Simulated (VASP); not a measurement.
# Mg5Se (F-43m) in VASP: further runs

Runs on Mg5Se. Level: PBE. Tasks: single point, relaxation of cell and atoms.

Program: VASP 6.6.1. These are calculated values, not measurements. Logs are shortened: lines on timing, memory, paths and dates and some standing lists are left out, and cuts for length are marked.

**1. The cell of the first run**

The structure is cubic, space group F-43m (No. 216). The conventional cell has a = 7.597 Å, b = 7.597 Å, c = 7.597 Å, α = 90.00°, β = 90.00°, γ = 90.00°. Mg (site symmetry 3m) has 9 Mg at 2.69 to 3.15 Å and 3 Se at 3.15 Å within 3.5 Å. Within 4.1 Å of Mg (site symmetry -43m) lie 12 Mg at 3.15 Å and 4 Se at 3.29 Å. Within 4.1 Å of Se (site symmetry -43m) lie 16 Mg at 3.15 to 3.29 Å.

**2. Single point, PBE**

INCAR

```
  PREC = Accurate
  ENCUT = 520
  EDIFF = 1E-7
  ISMEAR = 0
  SIGMA = 0.1
  LREAL = F
  LASPH = T
  NELM = 80
  ALGO = Normal
  ISIF = 2
  LWAVE = F
  LCHARG = T
  GGA = PE
  LELF = T
  LVHAR = T
  NBANDS = 17
```

KPOINTS

```
regular mesh
0
Gamma
  4 4 4
```

POSCAR

```
Mg5Se
1.0
    0.0000000000      3.7982900700      3.7982900700
    3.7982900700      0.0000000000      3.7982900700
    3.7982900700      3.7982900700      0.0000000000
Mg Se
5 1
Direct
    0.1250000000      0.6250000000      0.6250000000
    0.6250000000      0.6250000000      0.6250000000
    0.6250000000      0.1250000000      0.6250000000
    0.6250000000      0.6250000000      0.1250000000
    0.2500000000      0.2500000000      0.2500000000
    0.0000000000      0.0000000000      0.0000000000
```

Potentials or basis: VASP PAW PBE potentials, release 64 (Mg, Se).

Command:

```bash
> cat potpaw_PBE.64/Mg/POTCAR potpaw_PBE.64/Se/POTCAR > POTCAR
> mpirun -np 1 vasp_std > vasp.out
```

OUTCAR:

```text
PREC = Accurate
   ENCUT = 520
   EDIFF = 1E-7
   ISMEAR = 0
   LREAL = F
   LASPH = T
   NELM = 80
   ISIF = 2
   GGA = PE

 ion  position               nearest neighbor table
   1  0.125  0.625  0.625-   2 2.69   4 2.69   3 2.69   2 2.69   3 2.69   4 2.69   6 3.15   5 3.15
                             6 3.15   5 3.15   6 3.15   5 3.15
   2  0.625  0.625  0.625-   1 2.69   3 2.69   4 2.69   4 2.69   3 2.69   1 2.69   5 3.15   6 3.15
                             5 3.15   6 3.15   5 3.15   6 3.15
   3  0.625  0.125  0.625-   2 2.69   4 2.69   1 2.69   2 2.69   4 2.69   1 2.69   6 3.15   5 3.15
                             5 3.15   6 3.15   5 3.15   6 3.15
   4  0.625  0.625  0.125-   2 2.69   1 2.69   2 2.69   3 2.69   3 2.69   1 2.69   5 3.15   5 3.15
                             6 3.15   6 3.15   5 3.15   6 3.15
   5  0.250  0.250  0.250-   1 3.15   3 3.15   4 3.15   1 3.15   2 3.15   3 3.15   1 3.15   2 3.15
                             4 3.15   2 3.15   3 3.15   4 3.15
   6  0.000  0.000  0.000-   2 3.15   3 3.15   4 3.15   1 3.15   2 3.15   4 3.15   1 3.15   2 3.15
                             3 3.15   1 3.15   3 3.15   4 3.15

  LATTYP: Found a face centered cubic cell.
 ALAT       =     7.5965801400

  Lattice vectors:

 A1 = (   0.0000000000,   3.7982900700,   3.7982900700)
 A2 = (   3.7982900700,   0.0000000000,   3.7982900700)
 A3 = (   3.7982900700,   3.7982900700,   0.0000000000)

Analysis of symmetry for initial positions (statically):
=====================================================================
 Subroutine PRICEL returns:
 Original cell was already a primitive cell.

 Routine SETGRP: Setting up the symmetry group for a
 face centered cubic supercell.

 Subroutine GETGRP returns: Found 24 space group operations
 (whereof 24 operations were pure point group operations)
 out of a pool of 48 trial point group operations.

The static configuration has the point symmetry T_d .

Analysis of symmetry for dynamics (positions and initial velocities):
=====================================================================
 Subroutine PRICEL returns:
 Original cell was already a primitive cell.

 Routine SETGRP: Setting up the symmetry group for a
 face centered cubic supercell.

 Subroutine GETGRP returns: Found 24 space group operations
 (whereof 24 operations were pure point group operations)
 out of a pool of 48 trial point group operations.

The dynamic configuration has the point symmetry T_d .

 Subroutine INISYM returns: Found 24 space group operations
 (whereof 24 operations are pure point group operations),
 and found     1 'primitive' translations

----------------------------------------------------------------------------------------

                                     Primitive cell

  volume of cell :     109.5959

  direct lattice vectors                    reciprocal lattice vectors
     0.000000000  3.798290070  3.798290070    -0.131638182  0.131638182  0.131638182
     3.798290070  0.000000000  3.798290070     0.131638182 -0.131638182  0.131638182
     3.798290070  3.798290070  0.000000000     0.131638182  0.131638182 -0.131638182

  length of vectors
     5.371593331  5.371593331  5.371593331     0.228004020  0.228004020  0.228004020

  position of ions in fractional coordinates (direct lattice)
     0.125000000  0.625000000  0.625000000
     0.625000000  0.625000000  0.625000000
     0.625000000  0.125000000  0.625000000
     0.625000000  0.625000000  0.125000000
     0.250000000  0.250000000  0.250000000
     0.000000000  0.000000000  0.000000000

  ion indices of the primitive-cell ions
   primitive index   ion index
                 1           1
                 2           2
                 3           3
                 4           4
                 5           5
                 6           6

----------------------------------------------------------------------------------------

 KPOINTS: regular mesh

Automatic generation of k-mesh.
 Grid dimensions read from file:
 generate k-points for:    4    4    4

 Generating k-lattice:

  Cartesian coordinates                     Fractional coordinates (reciprocal lattice)
    -0.032909546  0.032909546  0.032909546     0.250000000  0.000000000  0.000000000
     0.032909546 -0.032909546  0.032909546     0.000000000  0.250000000  0.000000000
     0.032909546  0.032909546 -0.032909546     0.000000000  0.000000000  0.250000000

  Length of vectors
     0.057001005  0.057001005  0.057001005

  Shift w.r.t. Gamma in fractional coordinates (k-lattice)
     0.000000000  0.000000000  0.000000000

 Subroutine IBZKPT returns following result:
 ===========================================

 Found      8 irreducible k-points:

 Following reciprocal coordinates:
            Coordinates               Weight
  0.000000  0.000000  0.000000      1.000000
  0.250000  0.000000  0.000000      8.000000
  0.500000  0.000000  0.000000      4.000000
  0.250000  0.250000  0.000000      6.000000
  0.500000  0.250000  0.000000     24.000000
 -0.250000  0.250000  0.000000     12.000000
  0.500000  0.500000  0.000000      3.000000
 -0.250000  0.500000  0.250000      6.000000
   k-points           NKPTS =      8   k-points in BZ     NKDIM =      8   number of bands    NBANDS=     17
   number of dos      NEDOS =    301   number of ions     NIONS =      6
   total plane-waves  NPLWV =  64000
   dimension x,y,z NGX =    40 NGY =   40 NGZ =   40
   dimension x,y,z NGXF=    80 NGYF=   80 NGZF=   80
   ions per type =               5   1
   NGX,Y,Z   is equivalent  to a cutoff of  12.38, 12.38, 12.38 a.u.
   NGXF,Y,Z  is equivalent  to a cutoff of  24.76, 24.76, 24.76 a.u.
 SYSTEM =  unknown system
   PREC   = accura    normal or accurate (medium, high low for compatibility)
   ISTART =      0    job   : 0-new  1-cont  2-samecut
   ICHARG =      2    charge: 1-file 2-atom 10-const
   ISPIN  =      1    spin polarized calculation?
   LNONCOLLINEAR =      F non collinear calculations
   LSORBIT =      F    spin-orbit coupling
   LASPH  =      T    aspherical Exc in radial PAW
   ENCUT  =  520.0 eV  38.22 Ry    6.18 a.u.   9.99  9.99  9.99*2*pi/ulx,y,z
   NELM   =     80;   NELMIN=  2; NELMDL= -5     # of ELM steps
   EDIFF  = 0.1E-06   stopping-criterion for ELM
   LREAL  =      F    real-space projection
   EDIFFG = 0.1E-05   stopping-criterion for IOM
   NSW    =      0    number of steps for IOM
   IBRION =     -1    ionic relax: 0-MD 1-quasi-New 2-CG
   NFREE  =      0    steps in history (QN), initial steepest desc. (CG)
   ISIF   =      2    stress and relaxation
   ISYM   =      2    0-nonsym 1-usesym 2-fastsym
   POTIM  = 0.5000    time-step for ionic-motion
   TEBEG  =    0.0;   TEEND  =   0.0 temperature during run
   PSTRESS=    0.0 pullay stress
   NELECT =      16.0000    total number of electrons
   NUPDOWN=      -1.0000    fix difference up-down
   EMIN   =  10.00;   EMAX   =-10.00  energy-range for DOS
   EFERMI =   0.00;   METHOD = LEGACY
   ISMEAR =     0;   SIGMA  =   0.10  broadening in eV -4-tet -1-fermi 0-gaus
   EFERMI_NEDOS =   21; number of points for ismear=-14 and -15
   IALGO  =     38    algorithm
   IMIX   =      4    mixing-type and parameters
     AMIX     =   0.40;   BMIX     =  1.00
     AMIX_MAG =   1.60;   BMIX_MAG =  1.00
  volume/ion in A,a.u.               =      18.27       123.26
  Fermi-wavevector in a.u.,A,eV,Ry     =   0.862019  1.628979 10.110167  0.743076
  Thomas-Fermi vector in A             =   1.979759
   LORBIT       =      0    0 simple, 1 ext, 2 COOP (PROOUT), +10 PAW based schemes
   GGA     = PE    functional components
   LHFCALC =     F    Hartree Fock is set to
   AEXX    =    0.0000 exact exchange contribution
   IVDW    =     0    specifies the selected vdW correction
   LEPSILON=     F    determine dielectric tensor
   LRPA    =     F    only Hartree local field effects (RPA)
 non-spin polarized calculation
 Gauss-broadening in eV      SIGMA  =   0.10
  energy-cutoff  :      520.00
  volume of cell :      109.60
 maximum number of plane-waves:      2996
   NGX = 19   NGY = 19   NGZ = 19

 number of electron      16.0000002 magnetization

 Free energy of the ion-electron system (eV)
  ---------------------------------------------------
  ext. energy  EPLUGINS =         0.00000000
  ---------------------------------------------------
  free energy    TOTEN  =        -9.63807829 eV

  energy without entropy =       -9.62841406  energy(sigma->0) =       -9.63324617

 E-fermi :   4.5179     XC(G=0):  -9.5023

 val. band max:        4.4117960060   @ k =   0.5000   0.2500   0.0000
 cond. band min:       4.5949063226   @ k =   0.5000   0.5000   0.0000
 fundamental gap:      0.1831103166
 Fermi energy:         4.5179147605

 k-point     1 :       0.0000    0.0000    0.0000
  band No.  band energies     occupation
      1      -9.1828      2.00000
      2      -1.6466      2.00000
      3       0.5923      2.00000
      4       0.5923      2.00000
      5       0.5923      2.00000
      6       3.1440      2.00000
[... 9 lines left out ...]
     16      11.9524      0.00000
     17      11.9524      0.00000

 k-point     2 :       0.2500    0.0000    0.0000
  band No.  band energies     occupation
      1      -9.1050      2.00000
      2      -2.0674      2.00000
      3       0.4536      2.00000
      4       0.4536      2.00000
      5       0.6535      2.00000
      6       2.5088      2.00000
[... 9 lines left out ...]
     16       9.5387      0.00000
     17      10.7736      0.00000

 k-point     3 :       0.5000    0.0000    0.0000
  band No.  band energies     occupation
      1      -9.0234      2.00000
      2      -2.4044      2.00000
      3       0.3442      2.00000
      4       0.3442      2.00000
      5       0.3896      2.00000
      6       2.2815      2.00000
[... 72 lines left out ...]
 k-point     7 :       0.5000    0.5000    0.0000
  band No.  band energies     occupation
      1      -8.9776      2.00000
      2      -1.9138      2.00000
      3      -0.3161      2.00000
      4      -0.3161      2.00000
      5      -0.2595      2.00000
      6       1.5033      2.00000
[... 9 lines left out ...]
     16       9.1435      0.00000
     17      10.2781      0.00000

 k-point     8 :      -0.2500    0.5000    0.2500
  band No.  band energies     occupation
      1      -8.9756      2.00000
      2      -1.5222      2.00000
      3      -1.1713      2.00000
      4      -1.1453      2.00000
      5       1.5453      2.00000
      6       2.8866      2.00000
[... 9 lines left out ...]
     16      10.1264      0.00000
     17      10.1637      0.00000

------------------------ aborting loop because EDIFF is reached ----------------------------------------

  FORCE on cell =-STRESS in cart. coord.  units (eV):
  Direction    XX          YY          ZZ          XY          YZ          ZX
  --------------------------------------------------------------------------------------
  -------------------------------------------------------------------------------------
  Total        9.6903712      9.6903712      9.6903712     -0.0000000      0.0000000      0.0000000
  in kB      141.6630595    141.6630595    141.6630595     -0.0000000      0.0000000      0.0000000
  external PRESSURE =     141.6630595 kB  Pullay stress =       0.0000000 kB

 VOLUME and BASIS-vectors are now :
 -----------------------------------------------------------------------------
  energy-cutoff  :      520.00
  volume of cell :      109.60
      direct lattice vectors                 reciprocal lattice vectors
     0.000000000  3.798290070  3.798290070    -0.131638182  0.131638182  0.131638182
     3.798290070  0.000000000  3.798290070     0.131638182 -0.131638182  0.131638182
     3.798290070  3.798290070  0.000000000     0.131638182  0.131638182 -0.131638182

 POSITION                                       TOTAL-FORCE (eV/Angst)
 -----------------------------------------------------------------------------------
      4.74786      2.84872      2.84872        -0.044435      0.044435      0.044435
      4.74786      4.74786      4.74786        -0.044435     -0.044435     -0.044435
      2.84872      4.74786      2.84872         0.044435     -0.044435      0.044435
      2.84872      2.84872      4.74786         0.044435      0.044435     -0.044435
      1.89915      1.89915      1.89915         0.000000      0.000000     -0.000000
      0.00000      0.00000      0.00000         0.000000      0.000000      0.000000
 -----------------------------------------------------------------------------------
    total drift:                                0.000000      0.000000      0.000000

  FREE ENERGIE OF THE ION-ELECTRON SYSTEM (eV)
  ---------------------------------------------------
  free  energy   TOTEN  =        -9.6380782912 eV

  energy  without entropy=       -9.6284140568  energy(sigma->0) =       -9.63324617
```

It took 21 s on 1 thread of Intel Xeon 6975P-C (Granite Rapids), shared host; peak memory 0.22 GiB.

Results:

* Free energy: -9.6381 eV
* Pressure: 14.2 GPa
* Band gap on the k mesh: zero (band 8 reaches 5.49 eV, above the bottom of band 9 at 3.86 eV)

[end of part 1 of 2]
